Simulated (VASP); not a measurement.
Set up this calculation in VASP 6.6.1, as the native input.

```
Task                               : single point
Functional                         : PBE-based screened hybrid with 20 % exact exchange
Potentials or basis                : VASP PAW PBE potentials, release 64 (Sb, Mn_pv)
Cutoff                             : 520 eV
k mesh                             : 4 × 4 × 4
Occupations                        : fermi-dirac, width 0.05 eV
Spin                               : collinear spin, ferromagnetic start
Starting moments                   : [0.0, 4.0] μB
Dipole correction                  : no
Grid for exact exchange (PRECFOCK) : Normal
Share of exact exchange            : 0.2
Further INCAR settings             : ALGO = Normal; EDIFF = 1e-06; NBANDS = 20
Screening parameter                : 0.2 1/Å
```

Crystal: MnSb.

```
Sb Mn
1.0
     0.00000    2.79502    2.79502
     2.79502    0.00000    2.79502
     2.79502    2.79502    0.00000
Sb Mn
1 1
Cartesian
  2.7950 2.7950 2.7950
  0.0000 0.0000 0.0000
```

One way to write it, as run:

POSCAR

```
MnSb
1.0
    0.0000000000      2.7950160000      2.7950160000
    2.7950160000      0.0000000000      2.7950160000
    2.7950160000      2.7950160000      0.0000000000
Sb Mn
1 1
Direct
    0.5000000000      0.5000000000      0.5000000000
    0.0000000000      0.0000000000      0.0000000000
```

INCAR.step1

```
  PREC = Accurate
  ENCUT = 520
  EDIFF = 1E-5
  ISMEAR = -1
  SIGMA = 0.05
  LREAL = F
  LASPH = T
  NELM = 150
  ALGO = Normal
  ISIF = 2
  LWAVE = T
  LCHARG = F
  ISPIN = 2
  MAGMOM = 0 4
  LORBIT = 11
  LMAXMIX = 4
  NBANDS = 20
  GGA = PE
```

INCAR.step2

```
  PREC = Accurate
  ENCUT = 520
  EDIFF = 1E-6
  ISMEAR = -1
  SIGMA = 0.05
  LREAL = F
  LASPH = T
  NELM = 150
  ALGO = Normal
  ISIF = 2
  LWAVE = F
  LCHARG = F
  ISPIN = 2
  MAGMOM = 0 4
  LORBIT = 11
  LMAXMIX = 4
  GGA = PE
  LHFCALC = T
  AEXX = 0.2
  HFSCREEN = 0.2
  PRECFOCK = Normal
  NBANDS = 20
  ISTART = 1
```

KPOINTS

```
regular mesh
0
Gamma
  4 4 4
```

Potentials or basis: VASP PAW PBE potentials, release 64 (Sb, Mn_pv).

The run is started by

```sh
$ cat potpaw_PBE.64/Sb/POTCAR potpaw_PBE.64/Mn_pv/POTCAR > POTCAR
$ cp INCAR.step1 INCAR
$ mpirun -np 1 vasp_std > vasp.out
$ cp INCAR.step2 INCAR
$ mpirun -np 1 vasp_std > vasp.out
```

It gave:

```json
{"Pressure": "4.0 GPa", "Net moment": "4.09 μB per cell", "Site moments": "Sb -0.22; Mn +4.20 μB", "Valence electrons inside the program's atomic spheres": "Sb 2.68; Mn 11.40"}
```

Caveat: the k points lie up to 0.49 Å⁻¹ apart; the PAW data sets were made with another functional, which shifts forces and pressure a little; a cell with one magnetic atom can't hold antiferromagnetic order, which such compounds often take.

Wall time 23 min on 1 thread of AMD EPYC 7R43 64-Core Processor (Zen 3), on a shared host, peak memory 0.28 GiB.
